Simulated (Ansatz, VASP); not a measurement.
# One calculation of I, two programs

Contents of INCAR:

```
ALGO     = Normal         # electronic algorithm
EDIFF    = 1E-6           # SCF threshold, eV
EDIFFG   = -0.01          # ionic threshold
ENCUT    = 600            # plane-wave cutoff, eV
GGA      = PE             # functional
IBRION   = 2              # ionic algorithm
ISIF     = 3              # what is computed and relaxed
ISMEAR   = 0              # smearing method
LASPH    = True           # aspherical terms in the spheres
LCHARG   = False          # write CHGCAR
LREAL    = False          # projectors in reciprocal space
LWAVE    = False          # write WAVECAR
NELM     = 100            # most SCF steps
NSW      = 100            # ionic steps
PREC     = Accurate       # precision mode
SIGMA    = 0.02           # smearing width, eV
```

The input KPOINTS:

```
k-points
0
Gamma
  6 4 4
```

The input POSCAR:

```
I
1.0
    4.8676401762      0.0000000000      0.0000000000
    1.1061330120      6.9213366986      0.0000000000
    1.9763689785     -0.1986817916      6.8412996429
I
4
Direct
    0.4989850510      0.3239140832      0.4083186711
    0.5009798699      0.9094100485      0.1776348582
    0.4990201301      0.0905899515      0.8223651418
    0.5010149490      0.6760859168      0.5916813289
```

Input for Ansatz:

```yaml
crystal:
  lattice:
    - [4.8676401762, 0.0, 0.0]
    - [1.106133012, 6.9213366986, 0.0]
    - [1.9763689785, -0.1986817916, 6.8412996429]
  atoms:
    - { symbol: I, position: [0.498985051, 0.3239140832, 0.4083186711] }
    - { symbol: I, position: [0.5009798699, 0.9094100485, 0.1776348582] }
    - { symbol: I, position: [0.4990201301, 0.0905899515, 0.8223651418] }
    - { symbol: I, position: [0.501014949, 0.6760859168, 0.5916813289] }
basis:
  ecutwfc: 420
kpoints:
  mp_grid: { grid: [6, 4, 4] }
hamiltonian:
  xc: pbe
scf:
  occupations: { method: gaussian, width: 0.02 }
output:
  forces: true
  stress: true
  eigenvalues: true
relax:
  adjacent_minimum: "off"
  f_tol: 0.01
  max_steps: 80
  cell: { stress_tol: 0.05 }
```

Alike in both runs: task relaxation of cell and atoms; functional PBE; k mesh 6 × 4 × 4; occupations gaussian, width 0.02 eV; no spin polarisation.

|  | VASP | Ansatz |
| --- | --- | --- |
| version | VASP 6.6.1 | Ansatz 0.2.0 |
| potentials or method | VASP PAW PBE potentials, release 64 (I), cutoff 600 eV | scalar-relativistic, plane waves, PAW |
| valence electrons in the cell | 28 | 68 |

Ansatz gave:

| Property | Result |
| --- | --- |
| gap on the k mesh at the Fermi level, each at its own relaxed structure (eV) | 1.60 |
| relaxed volume (Å³/atom) | 59.19 |
| relaxed cell length with the largest relative difference (Å) | 5.160 |

Question: What did VASP give for the same quantities?

Answer: gap on the k mesh at the Fermi level, each at its own relaxed structure (eV): 1.62; relaxed volume (Å³/atom): 58.10; relaxed cell length with the largest relative difference (Å): 5.193.

VASP's potentials hold 28 valence electrons a cell and Ansatz's 68, so a difference there can come from the potentials and not from the codes.

Spin-orbit coupling is off throughout.
